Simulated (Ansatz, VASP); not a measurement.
# Two plane-wave programs on SnTe

The input POSCAR:

```
SnTe
1.0
    0.0000000000      3.6111460000      3.6111460000
    3.6111460000      0.0000000000      3.6111460000
    3.6111460000      3.6111460000      0.0000000000
Sn Te
1 1
Direct
    0.0000000000      0.0000000000      0.0000000000
    0.7500000000      0.7500000000      0.7500000000
```

File INCAR.step1:

```
SYSTEM = SnTe
PREC = Accurate
ENCUT = 400
EDIFF = 1E-5
ISMEAR = 1
SIGMA = 0.02
LREAL = .False.
LASPH = .True.
NELM = 120
ALGO = Normal
ISIF = 2
LWAVE = .True.
LCHARG = .False.
GGA = PE
NBANDS = 17
GGA_COMPAT = .False.
```

INCAR.step2

```
SYSTEM = SnTe
PREC = Accurate
ENCUT = 400
EDIFF = 1E-6
ISMEAR = 1
SIGMA = 0.02
LREAL = .False.
LASPH = .True.
NELM = 120
ALGO = Normal
ISIF = 2
LWAVE = .False.
LCHARG = .False.
GGA = B3
LHFCALC = .True.
AEXX = 0.2
AGGAX = 0.72
AGGAC = 0.81
ALDAC = 0.19
PRECFOCK = Normal
ISTART = 1
NBANDS = 17
GGA_COMPAT = .False.
```

File KPOINTS:

```
Automatic mesh
0
Gamma
  4 4 4
  0 0 0
```

Input for Ansatz:

```yaml
crystal:
  lattice:
    - [0.0, 3.611146, 3.611146]
    - [3.611146, 0.0, 3.611146]
    - [3.611146, 3.611146, 0.0]
  atoms:
    - { symbol: Sn, position: [0.0, 0.0, 0.0] }
    - { symbol: Te, position: [0.75, 0.75, 0.75] }
basis:
  ecutwfc: 420.0
kpoints:
  mp_grid:
    grid: [4, 4, 4]
hamiltonian:
  xc: b3lyp
scf:
  occupations:
    method: cold
    width: 0.02
output:
  eigenvalues: true
```

Alike in both runs: task single point; functional B3LYP; k mesh 4 × 4 × 4; no spin polarisation.

|  | VASP | Ansatz |
| --- | --- | --- |
| version | VASP 6.6.1 | Ansatz 0.2.0 |
| potentials or method | VASP PAW PBE potentials, release 64 (Sn_d, Te), cutoff 400 eV | plane waves, PAW |
| occupations | methfessel-paxton of order 1, width 0.02 eV | cold, width 0.02 eV |
| valence electrons in the cell | 20 | 30 |

|  | VASP | Ansatz | Ansatz less VASP |
| --- | --- | --- | --- |
| gap on the k mesh at the Fermi level (eV) | 0.86 | 0.84 | -0.012 |

VASP's potentials were made for PBE, not for B3LYP. VASP's potentials hold 20 valence electrons a cell and Ansatz's 30, so a difference there can come from the potentials and not from the codes.

Neither program's run includes spin-orbit coupling.
